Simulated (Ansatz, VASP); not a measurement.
**ZnCu: VASP beside Ansatz**

```
Zn Cu
1.0
     2.95843    0.00000    0.00000
     0.00000    2.95843    0.00000
     0.00000    0.00000    2.95843
Zn Cu
1 1
Direct
  0.50000 0.50000 0.50000
  0.00000 0.00000 0.00000
```

Alike in both runs: task single point; functional r2SCAN; k mesh 12 × 12 × 12; occupations gaussian, width 0.05 eV; no spin polarisation.

|  | VASP | Ansatz |
| --- | --- | --- |
| version | VASP 6.6.1 | Ansatz 0.2.0 |
| potentials or method | VASP PAW PBE potentials, release 64 (Zn, Cu), cutoff 520 eV | scalar-relativistic, plane waves, PAW |
| valence electrons in the cell | 23 | 31 |

|  | VASP | Ansatz | Ansatz less VASP |
| --- | --- | --- | --- |
| gap on the k mesh at the Fermi level (eV) | none | none | - |
| pressure (GPa) | -4.0 | -4.8 | -0.72 |

VASP's potentials were made for PBE, not for r2SCAN. A gap of «none» marks a metal or a gap that the smearing closes. With one functional, cell and mesh, what is left measures potentials, basis and numerics. VASP's potentials hold 23 valence electrons a cell and Ansatz's 31, so a difference there can come from the potentials and not from the codes.
